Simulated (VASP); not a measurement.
A run of VASP 6.6.1 is set up as follows.

File INCAR:

```
  PREC = Accurate
  ENCUT = 520
  EDIFF = 1E-6
  ISMEAR = 0
  SIGMA = 0.05
  LREAL = F
  LASPH = T
  NELM = 150
  ALGO = Normal
  ISIF = 2
  LWAVE = F
  LCHARG = F
  MAGMOM = 0 0 0
  LORBIT = 11
  LSORBIT = T
  GGA_COMPAT = F
  LORBMOM = T
  LMAXMIX = 4
  GGA = PE
  NBANDS = 22
```

The input KPOINTS:

```
Automatic mesh
0
Gamma
  16 16 16
```

POSCAR

```
Ag
1.0
    0.0000000000      2.0427500000      2.0427500000
    2.0427500000      0.0000000000      2.0427500000
    2.0427500000      2.0427500000      0.0000000000
Ag
1
Direct
    0.0000000000      0.0000000000      0.0000000000
```

Potentials or basis: VASP PAW PBE potentials, release 64 (Ag).

Launch:

```console
$ cat potpaw_PBE.64/Ag/POTCAR > POTCAR
$ mpirun -np 1 vasp_ncl > vasp.out
```

(1) Predict the net moment.

(2) Predict the pressure.

Results:

(1) 0.00 μB per cell.

(2) 4.5 GPa.

Caveat: the cell stands under pressure.
